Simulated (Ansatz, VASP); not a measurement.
**One calculation of MgCd2O3, two programs**

```
Mg Cd O
1.0
     3.23854    0.00000    0.00000
    -1.61927    2.80466    0.00000
     0.00000    0.00000   16.17921
Mg Cd O
2 4 6
Direct
  0.00000 0.00000 0.25000
  0.00000 0.00000 0.75000
  0.66667 0.33333 0.41162
  0.66667 0.33333 0.91162
  0.33333 0.66667 0.08838
  0.33333 0.66667 0.58838
  0.33333 0.66667 0.32067
  0.33333 0.66667 0.82067
  0.66667 0.33333 0.17933
  0.66667 0.33333 0.67933
  0.00000 0.00000 0.00000
  0.00000 0.00000 0.50000
```

Alike in both runs: task single point; functional PBE; k mesh 6 × 6 × 1; occupations gaussian, width 0.1 eV; no spin polarisation.

```csv
,VASP,Ansatz
version,VASP 6.6.1,Ansatz 0.2.0
potentials or method,"VASP PAW PBE potentials, release 64 (Mg, Cd, O), cutoff 520 eV","scalar-relativistic, plane waves, PAW"
valence electrons in the cell,88,136
```

|  | VASP | Ansatz | Ansatz less VASP |
| --- | --- | --- | --- |
| gap on the k mesh at the Fermi level (eV) | 0.58 | 0.60 | +0.017 |
| least direct gap on the mesh (eV) | 0.58 | 0.60 | +0.019 |
| pressure (GPa) | 0.7 | 0.0 | -0.79 |
| traceless stress, the component that is largest in VASP (GPa) | 0.12 | 0.00 | -0.120 |
| rms of the force components (eV/Å) | 0.032 | 0.002 | -0.0299 |

Atom by atom the forces differ by 0.033 eV/Å (rms over components). VASP's potentials hold 88 valence electrons a cell and Ansatz's 136, so a difference there can come from the potentials and not from the codes.
